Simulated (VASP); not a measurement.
Input of a VASP 6.6.1 run:

The input INCAR:

```
SYSTEM = NaSe
PREC = Accurate ; ENCUT = 520
EDIFF = 1E-6 ; ISMEAR = -1
SIGMA = 0.01 ; LREAL = .FALSE.
LASPH = .TRUE. ; NELM = 80
ALGO = Normal ; ISIF = 2
LWAVE = .FALSE. ; LCHARG = .FALSE.
GGA = PS ; NBANDS = 14
```

File KPOINTS:

```
regular mesh
0
G
  7 7 7
  0 0 0
```

Contents of POSCAR:

```
NaSe
1.0
    0.0000000000      3.0662959915      3.0662959915
    3.0662959915      0.0000000000      3.0662959915
    3.0662959915      3.0662959915      0.0000000000
Na Se
1 1
Direct
    0.0000000000      0.0000000000      0.0000000000
    0.5000000000      0.5000000000      0.5000000000
```

Potentials or basis: VASP PAW PBE potentials, release 64 (Na_pv, Se).

Launch:

```bash
$ cat potpaw_PBE.64/Na_pv/POTCAR potpaw_PBE.64/Se/POTCAR > POTCAR
$ mpirun -np 1 vasp_std > vasp.out
```

(1) What does it give for the pressure?

## Answers

(1) -2.8 GPa.

Caveat: the PAW data sets were made with another functional, which shifts forces and pressure a little.
